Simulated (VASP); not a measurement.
# Al (P6_3/mmc) in VASP: a series of runs

Al is run at these levels: PBE+D3(BJ); tasks: single point.

All numbers are computed with VASP 6.6.1; they aren't measurements. Logs are shortened: lines on timing, memory, paths and dates and some standing lists are left out, and cuts for length are marked.

## (1) The cell of the first run

Symmetry: P6_3/mmc, No. 194, hexagonal system. The conventional cell has a = 2.815 Å, b = 2.815 Å, c = 9.057 Å, α = 90.00°, β = 90.00°, γ = 120.00°. Within 3.7 Å of Al (site symmetry -3m) lie 12 Al at 2.79 to 2.81 Å. Al (site symmetry -6m2) has 12 Al at 2.79 to 2.81 Å within 3.7 Å.

## (2) Single point, PBE+D3(BJ) (strain along c alone, the other axes held: -2.0 %)

Contents of INCAR:

```
  PREC = Accurate
  ENCUT = 520
  EDIFF = 1E-6
  ISMEAR = 0
  SIGMA = 0.1
  LREAL = False
  LASPH = True
  NELM = 60
  ALGO = Fast
  ISIF = 2
  LWAVE = False
  LCHARG = False
  GGA = PE
  IVDW = 12
  NBANDS = 14
```

Contents of KPOINTS:

```
regular mesh
0
Gamma
  21 21 6
```

Contents of POSCAR:

```
Al
1.0
    2.8147782361      0.0000000000      0.0000000000
   -1.4073891181      2.4376694585      0.0000000000
    0.0000000000      0.0000000000      9.0569603104
Al
4
Direct
    0.0000000000      0.0000000000      0.0000000000
    0.3333333333      0.6666666667      0.2500000000
    0.0000000000      0.0000000000      0.5000000000
    0.6666666667      0.3333333333      0.7500000000
```

Potentials or basis: VASP PAW PBE potentials, release 64 (Al).

Run with:

```sh
$ cat potpaw_PBE.64/Al/POTCAR > POTCAR
$ mpirun -np 1 vasp_std > vasp.out
```

OUTCAR:

```text
PREC = Accurate
   ENCUT = 520
   EDIFF = 1E-6
   ISMEAR = 0
   LREAL = False
   LASPH = True
   NELM = 60
   ISIF = 2
   GGA = PE
   IVDW = 12
 IVDW          = 12

 ion  position               nearest neighbor table
   1  0.000  0.000  0.000-   2 2.79   4 2.79   4 2.79   2 2.79   4 2.79   2 2.79
   2  0.333  0.667  0.250-   1 2.79   3 2.79   1 2.79   3 2.79   1 2.79   3 2.79
   3  0.000  0.000  0.500-   2 2.79   4 2.79   4 2.79   2 2.79   4 2.79   2 2.79
   4  0.667  0.333  0.750-   1 2.79   3 2.79   1 2.79   3 2.79   1 2.79   3 2.79

  LATTYP: Found a hexagonal cell.
 ALAT       =     2.8147782361
 C/A-ratio  =     3.2176461343

  Lattice vectors:

 A1 = (   2.8147782361,   0.0000000000,   0.0000000000)
 A2 = (  -1.4073891181,   2.4376694585,   0.0000000000)
 A3 = (   0.0000000000,   0.0000000000,   9.0569603104)

Analysis of symmetry for initial positions (statically):
=====================================================================
 Subroutine PRICEL returns:
 Original cell was already a primitive cell.

 Routine SETGRP: Setting up the symmetry group for a
 hexagonal supercell.

 Subroutine GETGRP returns: Found 24 space group operations
 (whereof 12 operations were pure point group operations)
 out of a pool of 24 trial point group operations.

The static configuration has the point symmetry D_3d.
 The point group associated with its full space group is D_6h.

Analysis of symmetry for dynamics (positions and initial velocities):
=====================================================================
 Subroutine PRICEL returns:
 Original cell was already a primitive cell.

 Routine SETGRP: Setting up the symmetry group for a
 hexagonal supercell.

 Subroutine GETGRP returns: Found 24 space group operations
 (whereof 12 operations were pure point group operations)
 out of a pool of 24 trial point group operations.

The dynamic configuration has the point symmetry D_3d.
 The point group associated with its full space group is D_6h.

 Subroutine INISYM returns: Found 24 space group operations
 (whereof 12 operations are pure point group operations),
 and found     1 'primitive' translations

----------------------------------------------------------------------------------------

                                     Primitive cell

  volume of cell :      62.1443

  direct lattice vectors                    reciprocal lattice vectors
     2.814778236  0.000000000  0.000000000     0.355267775  0.205113945  0.000000000
    -1.407389118  2.437669458  0.000000000     0.000000000  0.410227891  0.000000000
     0.000000000  0.000000000  9.056960310     0.000000000  0.000000000  0.110412320

  length of vectors
     2.814778236  2.814778236  9.056960310     0.410227891  0.410227891  0.110412320

  position of ions in fractional coordinates (direct lattice)
     0.000000000  0.000000000  0.000000000
     0.333333333  0.666666667  0.250000000
     0.000000000  0.000000000  0.500000000
     0.666666667  0.333333333  0.750000000

  ion indices of the primitive-cell ions
   primitive index   ion index
                 1           1
                 2           2
                 3           3
                 4           4

----------------------------------------------------------------------------------------

 KPOINTS: regular mesh

Automatic generation of k-mesh.
 Grid dimensions read from file:
 generate k-points for:   21   21    6

 Generating k-lattice:

  Cartesian coordinates                     Fractional coordinates (reciprocal lattice)
     0.016917513  0.009767331  0.000000000     0.047619048  0.000000000  0.000000000
     0.000000000  0.019534661  0.000000000     0.000000000  0.047619048  0.000000000
     0.000000000  0.000000000  0.018402053     0.000000000  0.000000000  0.166666667

  Length of vectors
     0.019534661  0.019534661  0.018402053

  Shift w.r.t. Gamma in fractional coordinates (k-lattice)
     0.000000000  0.000000000  0.000000000

 Subroutine IBZKPT returns following result:
 ===========================================

 Found    192 irreducible k-points:

 Following reciprocal coordinates:
            Coordinates               Weight
  0.000000  0.000000  0.000000      1.000000
  0.047619 -0.000000  0.000000      6.000000
  0.095238  0.000000  0.000000      6.000000
  0.142857  0.000000  0.000000      6.000000
  0.190476  0.000000  0.000000      6.000000
  0.238095  0.000000  0.000000      6.000000
[... 16 lines left out ...]
  0.142857  0.095238  0.000000     12.000000
  0.190476  0.095238  0.000000     12.000000
 [... further k-points ...]
   k-points           NKPTS =    192   k-points in BZ     NKDIM =    192   number of bands    NBANDS=     14
   number of dos      NEDOS =    301   number of ions     NIONS =      4
   total plane-waves  NPLWV =  40320
   dimension x,y,z NGX =    24 NGY =   24 NGZ =   70
   dimension x,y,z NGXF=    48 NGYF=   48 NGZF=  140
   ions per type =               4
   NGX,Y,Z   is equivalent  to a cutoff of  14.17, 14.17, 12.85 a.u.
   NGXF,Y,Z  is equivalent  to a cutoff of  28.35, 28.35, 25.70 a.u.
 SYSTEM =  unknown system
   PREC   = accura    normal or accurate (medium, high low for compatibility)
   ISTART =      0    job   : 0-new  1-cont  2-samecut
   ICHARG =      2    charge: 1-file 2-atom 10-const
   ISPIN  =      1    spin polarized calculation?
   LNONCOLLINEAR =      F non collinear calculations
   LSORBIT =      F    spin-orbit coupling
   LASPH  =      T    aspherical Exc in radial PAW
   ENCUT  =  520.0 eV  38.22 Ry    6.18 a.u.   5.23  5.23 16.84*2*pi/ulx,y,z
   NELM   =     60;   NELMIN=  2; NELMDL= -5     # of ELM steps
   EDIFF  = 0.1E-05   stopping-criterion for ELM
   LREAL  =      F    real-space projection
   EDIFFG = 0.1E-04   stopping-criterion for IOM
   NSW    =      0    number of steps for IOM
   IBRION =     -1    ionic relax: 0-MD 1-quasi-New 2-CG
   NFREE  =      0    steps in history (QN), initial steepest desc. (CG)
   ISIF   =      2    stress and relaxation
   ISYM   =      2    0-nonsym 1-usesym 2-fastsym
   POTIM  = 0.5000    time-step for ionic-motion
   TEBEG  =    0.0;   TEEND  =   0.0 temperature during run
   PSTRESS=    0.0 pullay stress
   NELECT =      12.0000    total number of electrons
   NUPDOWN=      -1.0000    fix difference up-down
   EMIN   =  10.00;   EMAX   =-10.00  energy-range for DOS
   EFERMI =   0.00;   METHOD = LEGACY
   ISMEAR =     0;   SIGMA  =   0.10  broadening in eV -4-tet -1-fermi 0-gaus
   EFERMI_NEDOS =   21; number of points for ismear=-14 and -15
   IALGO  =     68    algorithm
   IMIX   =      4    mixing-type and parameters
     AMIX     =   0.40;   BMIX     =  1.00
     AMIX_MAG =   1.60;   BMIX_MAG =  1.00
  volume/ion in A,a.u.               =      15.54       104.84
  Fermi-wavevector in a.u.,A,eV,Ry     =   0.946240  1.788135 12.182257  0.895371
  Thomas-Fermi vector in A             =   2.074219
   LORBIT       =      0    0 simple, 1 ext, 2 COOP (PROOUT), +10 PAW based schemes
   GGA     = PE    functional components
   LHFCALC =     F    Hartree Fock is set to
   AEXX    =    0.0000 exact exchange contribution
   IVDW    =    12    specifies the selected vdW correction
   LEPSILON=     F    determine dielectric tensor
   LRPA    =     F    only Hartree local field effects (RPA)
 non-spin polarized calculation
 RMM-DIIS sequential band-by-band and
 Gauss-broadening in eV      SIGMA  =   0.10
  energy-cutoff  :      520.00
  volume of cell :       62.14
 maximum number of plane-waves:      1688
 NGX is ok and might be reduce to    24
   NGX = 11   NGY = 11   NGZ = 33

 number of electron      12.0000000 magnetization

 Free energy of the ion-electron system (eV)
  ---------------------------------------------------
  ext. energy  EPLUGINS =         0.00000000
  ---------------------------------------------------
  free energy    TOTEN  =       -14.86542364 eV

  energy without entropy =      -14.85806714  energy(sigma->0) =      -14.86174539

 E-fermi :   8.6520     XC(G=0): -10.4171

 val. band max:        8.6393635988   @ k =   0.2381   0.2381   0.3333
 cond. band min:       8.6579630332   @ k =   0.3333   0.2857   0.1667
 fundamental gap:      0.0185994344
 Fermi energy:         8.6519786190

 k-point     1 :       0.0000    0.0000    0.0000
  band No.  band energies     occupation
      1      -2.9159      2.00000
      2      -1.1242      2.00000
      3      -1.1229      2.00000
      4       3.8933      2.00000
      5       4.3677      2.00000
      6      12.4896      0.00000
      7      12.5062      0.00000
      8      19.5428      0.00000
      9      19.5428      0.00000
     10      19.6924      0.00000
     11      19.6924      0.00000
     12      20.6609      0.00000
     13      20.6654      0.00000
     14      20.8295      0.00000

 k-point     2 :       0.0476   -0.0000    0.0000
  band No.  band energies     occupation
      1      -2.8594      2.00000
      2      -1.0685      2.00000
      3      -1.0672      2.00000
      4       3.9452      2.00000
      5       4.4225      2.00000
      6      12.5323      0.00000
      7      12.5517      0.00000
      8      18.1748      0.00000
      9      18.6552      0.00000
     10      19.5673      0.00000
     11      19.6496      0.00000
     12      19.9181      0.00000
     13      20.0844      0.00000
     14      20.1335      0.00000
[... 343 lines left out ...]
      1      -1.8472      2.00000
      2      -0.0697      2.00000
      3      -0.0691      2.00000
      4       4.8803      2.00000
      5       5.3914      2.00000
      6      12.5105      0.00000
      7      13.1729      0.00000
      8      13.4925      0.00000
      9      14.1924      0.00000
     10      14.5197      0.00000
     11      14.5669      0.00000
     12      15.7096      0.00000
     13      15.9887      0.00000
     14      19.1077      0.00000

 k-point    24 :       0.1905    0.0952    0.0000
  band No.  band energies     occupation
      1      -1.3441      2.00000
      2       0.4267      2.00000
      3       0.4269      2.00000
      4       5.3471      2.00000
      5       5.8586      2.00000
      6      11.0910      0.00000
      7      12.5275      0.00000
      8      12.7246      0.00000
      9      13.0837      0.00000
     10      13.8489      0.00000
     11      14.3816      0.00000
     12      15.0502      0.00000
     13      15.4619      0.00000
     14      17.5032      0.00000

 [... further k-points ...]

------------------------ aborting loop because EDIFF is reached ----------------------------------------

 Edisp (eV)   -1.43215

 E8    (eV) :    -0.6410

  FORCE on cell =-STRESS in cart. coord.  units (eV):
  Direction    XX          YY          ZZ          XY          YZ          ZX
  --------------------------------------------------------------------------------------
  -------------------------------------------------------------------------------------
  Total       0.31866     0.31866     1.40880    -0.00000     0.00000     0.00000
  in kB       8.21546     8.21546    36.32104    -0.00000     0.00000     0.00000
  external pressure =       17.58 kB  Pullay stress =        0.00 kB

 VOLUME and BASIS-vectors are now :
 -----------------------------------------------------------------------------
  energy-cutoff  :      520.00
  volume of cell :       62.14
      direct lattice vectors                 reciprocal lattice vectors
     2.814778236  0.000000000  0.000000000     0.355267775  0.205113945  0.000000000
    -1.407389118  2.437669458  0.000000000     0.000000000  0.410227891  0.000000000
     0.000000000  0.000000000  9.056960310     0.000000000  0.000000000  0.110412320

 POSITION                                       TOTAL-FORCE (eV/Angst)
 -----------------------------------------------------------------------------------
      0.00000      0.00000      0.00000        -0.000000      0.000000      0.000000
     -0.00000      1.62511      2.26424        -0.000000     -0.000000     -0.000000
      0.00000      0.00000      4.52848         0.000000      0.000000      0.000000
      1.40739      0.81256      6.79272         0.000000      0.000000      0.000000
 -----------------------------------------------------------------------------------
    total drift:                               -0.000000      0.000000      0.000000

  FREE ENERGIE OF THE ION-ELECTRON SYSTEM (eV)
  ---------------------------------------------------
  free  energy   TOTEN  =       -16.2975727231 eV

  energy  without entropy=      -16.2902162275  energy(sigma->0) =      -16.29389448
```

Wall time 56 s (1 thread of Intel Xeon 6975P-C (Granite Rapids), shared host); peak memory 0.27 GiB.

What came out:

- Free energy: -16.2976 eV
- Pressure: 1.8 GPa
- Band gap on the k mesh: zero (band 6 reaches 12.87 eV, above the bottom of band 7 at 6.99 eV)
- Dispersion energy per atom: -0.358 eV

Levels at points of the mesh, in eV from the Fermi level:
| k point | band 2 | band 3 | band 4 | band 5 | band 6 | band 7 | band 8 | band 9 | band 10 | band 11 |
| --- | --- | --- | --- | --- | --- | --- | --- | --- | --- | --- |
| (0.00, 0.00, 0.00) | -9.78 | -9.77 | -4.76 | -4.28 | 3.84 | 3.85 | 10.89 | 10.89 | 11.04 | 11.04 |
| (0.00, 0.00, 0.50) | -11.12 | -7.57 | -7.57 | -0.69 | -0.69 | 8.94 | 8.94 | 11.23 | 11.23 | 11.23 |

Caveat: the cell differs from its parent crystal (strain along c alone, the other axes held: -2.0 %); pairwise dispersion overbinds metals, which lowers pressure and volume.

[end of part 1 of 2]
